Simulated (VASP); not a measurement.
A run of VASP 6.6.1:

The input INCAR:

```
PREC     = Accurate       # precision mode
ENCUT    = 520            # plane-wave cutoff, eV
EDIFF    = 1E-6           # SCF threshold, eV
ISMEAR   = 0              # smearing method
SIGMA    = 0.1            # smearing width, eV
LREAL    = F              # projectors in reciprocal space
LASPH    = T              # aspherical terms in the spheres
NELM     = 80             # most SCF steps
ALGO     = Fast           # electronic algorithm
ISIF     = 2              # what is computed and relaxed
LWAVE    = F              # write WAVECAR
LCHARG   = T              # write CHGCAR
GGA      = PS             # functional
LELF     = T              # ELF
LVHAR    = T            
NBANDS   = 26             # bands
```

KPOINTS

```
Automatic mesh
0
Gamma
  14 14 14
```

The input POSCAR:

```
Al2Cu
1.0
   -2.9993486709      2.9993486709      2.4101230071
    2.9993486709     -2.9993486709      2.4101230071
    2.9993486709      2.9993486709     -2.4101230071
Al Cu
4 2
Direct
    0.6591155976      0.1591155976      0.8182311951
    0.1591155976      0.3408844024      0.5000000000
    0.3408844024      0.8408844024      0.1817688049
    0.8408844024      0.6591155976      0.5000000000
    0.2500000000      0.2500000000      0.0000000000
    0.7500000000      0.7500000000      0.0000000000
```

Potentials or basis: VASP PAW PBE potentials, release 64 (Al, Cu).

The run is started by

```console
$ cat potpaw_PBE.64/Al/POTCAR potpaw_PBE.64/Cu/POTCAR > POTCAR
$ mpirun -np 1 vasp_std > vasp.out
```

Hardware: 1 thread of Intel(R) Xeon(R) 6975P-C (Granite Rapids), with other jobs on the host.

Problem. How long does it take, and how much memory?

Solution. Run time: 3.9 min on 1 thread of Intel(R) Xeon(R) 6975P-C (Granite Rapids), on a shared host, peak memory 0.55 GiB. Counts: scf iterations 18, k points 244.
